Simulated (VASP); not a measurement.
# Zn (P6_3/mmc) in VASP: single point with PBEsol

Aim: the single point of Zn with PBEsol.

Program: VASP 6.6.1. These are calculated values, not measurements. Logs are shortened: lines on timing, memory, paths and dates and some standing lists are left out, and cuts for length are marked.

## (1) The cell of the first run

Symmetry: P6_3/mmc, No. 194, hexagonal system. Conventional cell: a = 2.590 Å, b = 2.590 Å, c = 4.916 Å, α = 90.00°, β = 90.00°, γ = 120.00°. Within 3.4 Å of Zn (site symmetry -6m2) lie 12 Zn at 2.59 to 2.88 Å.

## (2) Single point, PBEsol

INCAR

```
SYSTEM = Zn
PREC     = Accurate       ! precision mode
ENCUT    = 520            ! plane-wave cutoff, eV
EDIFF    = 1E-7           ! SCF threshold, eV
ISMEAR   = -1             ! smearing method
SIGMA    = 0.05           ! smearing width, eV
LREAL    = .FALSE.        ! projectors in reciprocal space
LASPH    = .TRUE.         ! aspherical terms in the spheres
NELM     = 60             ! most SCF steps
ALGO     = Normal         ! electronic algorithm
ISIF     = 2              ! what is computed and relaxed
LWAVE    = .FALSE.        ! write WAVECAR
LCHARG   = .FALSE.        ! write CHGCAR
GGA      = PS             ! functional
NBANDS   = 32             ! bands
```

KPOINTS

```
regular mesh
0
G
  16 8 9
  0 0 0
```

POSCAR

```
Zn
1.0
   -1.2948696662      2.2427800511      0.0000000000
    0.0000000000      0.0000000000      4.9158409014
    3.8846089987      2.2427800511      0.0000000000
Zn
4
Direct
    0.5000000000      0.2500000000      0.1666666670
    0.0000000000      0.2500000000      0.6666666670
    0.0000000000      0.7500000000      0.3333333330
    0.5000000000      0.7500000000      0.8333333330
```

Potentials or basis: VASP PAW PBE potentials, release 64 (Zn).

On the command line:

```sh
cat potpaw_PBE.64/Zn/POTCAR > POTCAR
mpirun -np 1 vasp_std > vasp.out
```

OUTCAR:

```text
SYSTEM = Zn
   PREC = Accurate
   ENCUT = 520
   EDIFF = 1E-7
   ISMEAR = -1
   LREAL = .FALSE.
   LASPH = .TRUE.
   NELM = 60
   ISIF = 2
   GGA = PS

 ion  position               nearest neighbor table
   1  0.500  0.250  0.167-   2 2.59   2 2.59   2 2.59   2 2.59   3 2.88   3 2.88   3 2.88   3 2.88
                             4 2.88   4 2.88
   2  0.000  0.250  0.667-   1 2.59   1 2.59   1 2.59   1 2.59   4 2.88   4 2.88   4 2.88   4 2.88
                             3 2.88   3 2.88
   3  0.000  0.750  0.333-   4 2.59   4 2.59   4 2.59   4 2.59   1 2.88   1 2.88   1 2.88   1 2.88
                             2 2.88   2 2.88
   4  0.500  0.750  0.833-   3 2.59   3 2.59   3 2.59   3 2.59   2 2.88   2 2.88   2 2.88   2 2.88
                             1 2.88   1 2.88

  LATTYP: Found a simple orthorhombic cell.
 ALAT       =     2.5897393325
 B/A-ratio  =     1.7320508076
 C/A-ratio  =     1.8981991121

  Lattice vectors:

 A1 = (   1.2948696662,  -2.2427800511,   0.0000000000)
 A2 = (   3.8846089987,   2.2427800511,   0.0000000000)
 A3 = (   0.0000000000,   0.0000000000,   4.9158409014)

Analysis of symmetry for initial positions (statically):
=====================================================================
 Subroutine PRICEL returns following result:

  LATTYP: Found a hexagonal cell.
 ALAT       =     2.5897393325
 C/A-ratio  =     1.8981991121

  Lattice vectors:

 A1 = (   1.2948696662,   2.2427800511,   0.0000000000)
 A2 = (  -2.5897393325,   0.0000000000,   0.0000000000)
 A3 = (   0.0000000000,   0.0000000000,   4.9158409014)

   2 primitive cells build up your supercell.

 Routine SETGRP: Setting up the symmetry group for a
 simple orthorhombic supercell.

 Subroutine GETGRP returns: Found  8 space group operations
 (whereof  4 operations were pure point group operations)
 out of a pool of  8 trial point group operations.

The static configuration has the point symmetry C_2h.
 The point group associated with its full space group is D_2h.

Analysis of symmetry for dynamics (positions and initial velocities):
=====================================================================
 Subroutine PRICEL returns following result:

  LATTYP: Found a hexagonal cell.
 ALAT       =     2.5897393325
 C/A-ratio  =     1.8981991121

  Lattice vectors:

 A1 = (   1.2948696662,   2.2427800511,   0.0000000000)
 A2 = (  -2.5897393325,   0.0000000000,   0.0000000000)
 A3 = (   0.0000000000,   0.0000000000,   4.9158409014)

   2 primitive cells build up your supercell.

 Routine SETGRP: Setting up the symmetry group for a
 simple orthorhombic supercell.

 Subroutine GETGRP returns: Found  8 space group operations
 (whereof  4 operations were pure point group operations)
 out of a pool of  8 trial point group operations.

The dynamic configuration has the point symmetry C_2h.
 The point group associated with its full space group is D_2h.

 Subroutine INISYM returns: Found  8 space group operations
 (whereof  4 operations are pure point group operations),
 and found     2 'primitive' translations

----------------------------------------------------------------------------------------

                                     Primitive cell

  volume of cell :      28.5523

  direct lattice vectors                    reciprocal lattice vectors
     1.294869666  2.242780051  0.000000000     0.000000000  0.445875198  0.000000000
    -2.589739332  0.000000000  0.000000000    -0.386139249  0.222937599  0.000000000
     0.000000000  0.000000000  4.915840901     0.000000000  0.000000000  0.203423996

  length of vectors
     2.589739332  2.589739332  4.915840901     0.445875198  0.445875198  0.203423996

  position of ions in fractional coordinates (direct lattice)
     0.666666667  0.333333333  0.250000000
     0.333333333  0.666666667  0.750000000

  ion indices of the primitive-cell ions
   primitive index   ion index
                 1           1
                 2           4

----------------------------------------------------------------------------------------

 KPOINTS: regular mesh

Automatic generation of k-mesh.
 Grid dimensions read from file:
 generate k-points for:   16    8    9

 Generating k-lattice:

  Cartesian coordinates                     Fractional coordinates (reciprocal lattice)
    -0.012066852  0.020900400  0.000000000     0.062500000  0.000000000  0.000000000
     0.000000000  0.000000000  0.025428000     0.000000000  0.125000000  0.000000000
     0.021452180  0.012385422  0.000000000     0.000000000  0.000000000  0.111111111

  Length of vectors
     0.024133703  0.025428000  0.024770844

  Shift w.r.t. Gamma in fractional coordinates (k-lattice)
     0.000000000  0.000000000  0.000000000

 Subroutine IBZKPT returns following result:
 ===========================================

 Found    225 irreducible k-points:

 Following reciprocal coordinates:
            Coordinates               Weight
  0.000000  0.000000  0.000000      1.000000
  0.062500  0.000000 -0.000000      2.000000
  0.125000  0.000000 -0.000000      2.000000
  0.187500  0.000000 -0.000000      2.000000
  0.250000  0.000000 -0.000000      2.000000
  0.312500  0.000000 -0.000000      2.000000
[... 16 lines left out ...]
  0.250000  0.250000 -0.000000      4.000000
  0.312500  0.250000 -0.000000      4.000000
 [... further k-points ...]
   k-points           NKPTS =    225   k-points in BZ     NKDIM =    225   number of bands    NBANDS=     32
   number of dos      NEDOS =    301   number of ions     NIONS =      4
   total plane-waves  NPLWV =  28800
   dimension x,y,z NGX =    20 NGY =   40 NGZ =   36
   dimension x,y,z NGXF=    40 NGYF=   80 NGZF=   72
   ions per type =               4
   NGX,Y,Z   is equivalent  to a cutoff of  12.84, 13.53, 13.34 a.u.
   NGXF,Y,Z  is equivalent  to a cutoff of  25.68, 27.05, 26.68 a.u.
 SYSTEM =  Zn
   PREC   = accura    normal or accurate (medium, high low for compatibility)
   ISTART =      0    job   : 0-new  1-cont  2-samecut
   ICHARG =      2    charge: 1-file 2-atom 10-const
   ISPIN  =      1    spin polarized calculation?
   LNONCOLLINEAR =      F non collinear calculations
   LSORBIT =      F    spin-orbit coupling
   LASPH  =      T    aspherical Exc in radial PAW
   ENCUT  =  520.0 eV  38.22 Ry    6.18 a.u.   4.82  9.14  8.34*2*pi/ulx,y,z
   NELM   =     60;   NELMIN=  2; NELMDL= -5     # of ELM steps
   EDIFF  = 0.1E-06   stopping-criterion for ELM
   LREAL  =      F    real-space projection
   EDIFFG = 0.1E-05   stopping-criterion for IOM
   NSW    =      0    number of steps for IOM
   IBRION =     -1    ionic relax: 0-MD 1-quasi-New 2-CG
   NFREE  =      0    steps in history (QN), initial steepest desc. (CG)
   ISIF   =      2    stress and relaxation
   ISYM   =      2    0-nonsym 1-usesym 2-fastsym
   POTIM  = 0.5000    time-step for ionic-motion
   TEBEG  =    0.0;   TEEND  =   0.0 temperature during run
   PSTRESS=    0.0 pullay stress
   NELECT =      48.0000    total number of electrons
   NUPDOWN=      -1.0000    fix difference up-down
   EMIN   =  10.00;   EMAX   =-10.00  energy-range for DOS
   EFERMI =   0.00;   METHOD = LEGACY
   ISMEAR =    -1;   SIGMA  =   0.05  broadening in eV -4-tet -1-fermi 0-gaus
   EFERMI_NEDOS =   21; number of points for ismear=-14 and -15
   IALGO  =     38    algorithm
   IMIX   =      4    mixing-type and parameters
     AMIX     =   0.40;   BMIX     =  1.00
     AMIX_MAG =   1.60;   BMIX_MAG =  1.00
  volume/ion in A,a.u.               =      14.28        96.34
  Fermi-wavevector in a.u.,A,eV,Ry     =   1.545012  2.919648 32.477932  2.387061
  Thomas-Fermi vector in A             =   2.650451
   LORBIT       =      0    0 simple, 1 ext, 2 COOP (PROOUT), +10 PAW based schemes
   GGA     = PS    functional components
   LHFCALC =     F    Hartree Fock is set to
   AEXX    =    0.0000 exact exchange contribution
   IVDW    =     0    specifies the selected vdW correction
   LEPSILON=     F    determine dielectric tensor
   LRPA    =     F    only Hartree local field effects (RPA)
 non-spin polarized calculation
  energy-cutoff  :      520.00
  volume of cell :       57.10
 maximum number of plane-waves:      1568
 NGX is ok and might be reduce to    20
   NGX =  9   NGY = 19   NGZ = 17

 number of electron      48.0000018 magnetization

 Free energy of the ion-electron system (eV)
  ---------------------------------------------------
  ext. energy  EPLUGINS =         0.00000000
  ---------------------------------------------------
  free energy    TOTEN  =        -6.34135599 eV

  energy without entropy =       -6.33469850  energy(sigma->0) =       -6.33802724

 E-fermi :   3.3759     XC(G=0): -12.0322

 val. band max:        3.3639339706   @ k =   0.3125   0.1250  -0.0000
 cond. band min:       3.3837896047   @ k =   0.3750   0.0000   0.4444
 fundamental gap:      0.0198556342
 Fermi energy:         3.3759163749

 k-point     1 :       0.0000    0.0000    0.0000
  band No.  band energies     occupation
      1      -7.5401      2.00000
      2      -5.5514      2.00000
      3      -5.2968      2.00000
      4      -5.2131      2.00000
      5      -5.0039      2.00000
      6      -4.7283      2.00000
[... 24 lines left out ...]
     31      16.8156      0.00000
     32      18.6259      0.00000

 k-point     2 :       0.0625    0.0000   -0.0000
  band No.  band energies     occupation
      1      -7.4476      2.00000
      2      -5.5060      2.00000
      3      -5.2604      2.00000
      4      -5.1708      2.00000
      5      -4.9918      2.00000
      6      -4.7165      2.00000
[... 24 lines left out ...]
     31      16.9202      0.00000
     32      18.5607      0.00000

 k-point     3 :       0.1250    0.0000   -0.0000
  band No.  band energies     occupation
      1      -7.1730      2.00000
      2      -5.3799      2.00000
      3      -5.1569      2.00000
      4      -5.0520      2.00000
      5      -4.9575      2.00000
      6      -4.6870      2.00000
[... 24 lines left out ...]
     31      16.4708      0.00000
     32      17.2260      0.00000

 k-point     4 :       0.1875    0.0000   -0.0000
  band No.  band energies     occupation
      1      -6.7279      2.00000
      2      -5.2023      2.00000
      3      -5.0026      2.00000
      4      -4.9074      2.00000
      5      -4.8830      2.00000
      6      -4.6651      2.00000
[... 654 lines left out ...]
     31      12.7336      0.00000
     32      13.4476      0.00000

 k-point    23 :       0.2500    0.2500   -0.0000
  band No.  band energies     occupation
      1      -5.8305      2.00000
      2      -4.9959      2.00000
      3      -4.8801      2.00000
      4      -4.7849      2.00000
      5      -4.6591      2.00000
      6      -4.6435      2.00000
[... 24 lines left out ...]
     31      12.8510      0.00000
     32      13.7736      0.00000

 k-point    24 :       0.3125    0.2500   -0.0000
  band No.  band energies     occupation
      1      -5.2820      2.00000
      2      -4.8177      2.00000
      3      -4.7695      2.00000
      4      -4.7152      2.00000
      5      -4.7108      2.00000
      6      -4.6792      2.00000
[... 24 lines left out ...]
     31      12.3260      0.00000
     32      12.8551      0.00000

 [... further k-points ...]
[... 5 lines left out ...]
  --------------------------------------------------------------------------------------
  -------------------------------------------------------------------------------------
  Total        0.4516215      0.5416338     -0.4600498     -0.0779530      0.0000000     -0.0000000
  in kB       12.6711085     15.1965770    -12.9075821     -2.1871199      0.0000000     -0.0000000
  external PRESSURE =       4.9867011 kB  Pullay stress =       0.0000000 kB

 VOLUME and BASIS-vectors are now :
 -----------------------------------------------------------------------------
  energy-cutoff  :      520.00
  volume of cell :       57.10
      direct lattice vectors                 reciprocal lattice vectors
    -1.294869666  2.242780051  0.000000000    -0.193069624  0.334406399  0.000000000
     0.000000000  0.000000000  4.915840901     0.000000000  0.000000000  0.203423996
     3.884608999  2.242780051  0.000000000     0.193069624  0.111468800  0.000000000

 POSITION                                       TOTAL-FORCE (eV/Angst)
 -----------------------------------------------------------------------------------
      0.00000      1.49519      1.22896        -0.000452     -0.000261      0.000000
      2.58974      1.49519      1.22896        -0.000452     -0.000261      0.000000
      1.29487      0.74759      3.68688         0.000452      0.000261      0.000000
      2.58974      2.99037      3.68688         0.000452      0.000261     -0.000000
 -----------------------------------------------------------------------------------
    total drift:                                0.000000      0.000000      0.000000

  FREE ENERGIE OF THE ION-ELECTRON SYSTEM (eV)
  ---------------------------------------------------
  free  energy   TOTEN  =        -6.3413559933 eV

  energy  without entropy=       -6.3346984964  energy(sigma->0) =       -6.33802724
```

Run time: 6.4 min. Hardware: 1 thread of Oxide Virtual Turin-like, shared host; peak memory 0.36 GiB.

Results:

| Quantity | Value |
| --- | --- |
| Free energy | -6.3414 eV |
| Pressure | 0.5 GPa |
| Band gap on the k mesh | zero (bands 24 and 25 overlap by 3.52 eV) |

Caveat: the PAW data sets were made with another functional, which shifts forces and pressure a little.
